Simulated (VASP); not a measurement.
Wanted: the native input for a VASP 6.6.1 run.

```
Task                               : single point
Functional                         : PBEsol-based global hybrid with 25 % exact exchange
Potentials or basis                : VASP PAW PBE potentials, release 64 (Sn_d, Al)
Cutoff                             : 520 eV
k mesh                             : 4 × 4 × 4
Occupations                        : fermi-dirac, width 0.05 eV
Spin                               : no spin polarisation
Dipole correction                  : no
Grid for exact exchange (PRECFOCK) : Normal
Share of exact exchange            : 0.25
Further INCAR settings             : ALGO = Normal; EDIFF = 1e-06; NBANDS = 16
```

The system is AlSn.

```
Sn Al
1.0
     3.95847    0.00000    0.00000
    -1.97924    3.42814    0.00000
     0.00000    0.00000    3.48582
Sn Al
1 1
Direct
  0.33333 0.66667 0.50000
  0.00000 0.00000 0.00000
```

These files were run (other wordings do the same):

POSCAR

```
AlSn
1.0
    3.9584740564      0.0000000000      0.0000000000
   -1.9792370282      3.4281390931      0.0000000000
    0.0000000000      0.0000000000      3.4858209309
Sn Al
1 1
Direct
    0.3333333333      0.6666666667      0.5000000000
    0.0000000000      0.0000000000      0.0000000000
```

INCAR.step1

```
PREC     = Accurate       # precision mode
ENCUT    = 520            # plane-wave cutoff, eV
EDIFF    = 1E-5           # SCF threshold, eV
ISMEAR   = -1             # smearing method
SIGMA    = 0.05           # smearing width, eV
LREAL    = F              # projectors in reciprocal space
LASPH    = T              # aspherical terms in the spheres
NELM     = 80             # most SCF steps
ALGO     = Normal         # electronic algorithm
ISIF     = 2              # what is computed and relaxed
LWAVE    = T              # write WAVECAR
NBANDS   = 16             # bands
GGA      = PE             # functional
```

INCAR.step2

```
PREC     = Accurate       # precision mode
ENCUT    = 520            # plane-wave cutoff, eV
EDIFF    = 1E-6           # SCF threshold, eV
ISMEAR   = -1             # smearing method
SIGMA    = 0.05           # smearing width, eV
LREAL    = F              # projectors in reciprocal space
LASPH    = T              # aspherical terms in the spheres
NELM     = 80             # most SCF steps
ALGO     = Normal         # electronic algorithm
ISIF     = 2              # what is computed and relaxed
LWAVE    = F              # write WAVECAR
LCHARG   = T              # write CHGCAR
GGA      = PS             # functional
LHFCALC  = T              # exact exchange
AEXX     = 0.25           # exact-exchange fraction
PRECFOCK = Normal       
LELF     = T              # ELF
LVHAR    = T            
NBANDS   = 16             # bands
ISTART   = 1
```

KPOINTS

```
regular mesh
0
Gamma
  4 4 4
```

Potentials or basis: VASP PAW PBE potentials, release 64 (Sn_d, Al).

Launch:

```bash
$ cat potpaw_PBE.64/Sn_d/POTCAR potpaw_PBE.64/Al/POTCAR > POTCAR
$ cp INCAR.step1 INCAR
$ mpirun -np 1 vasp_std > vasp.out
$ cp INCAR.step2 INCAR
$ mpirun -np 1 vasp_std > vasp.out
```

It gave:

```yaml
Pressure: -0.1 GPa
Band_gap_on_the_k_mesh: zero (an odd number of electrons rules out a gap without spin polarisation)
```

Caveat: the k points lie up to 0.46 Å⁻¹ apart, too coarse for converged energies and pressures of a metal; the PAW data sets were made with another functional, which shifts forces and pressure a little; spin-orbit coupling is left out, which moves the levels of the heavy elements.

Wall time 3.2 min on 1 thread of Intel(R) Xeon(R) 6975P-C (Granite Rapids), on a shared host, peak memory 0.17 GiB.
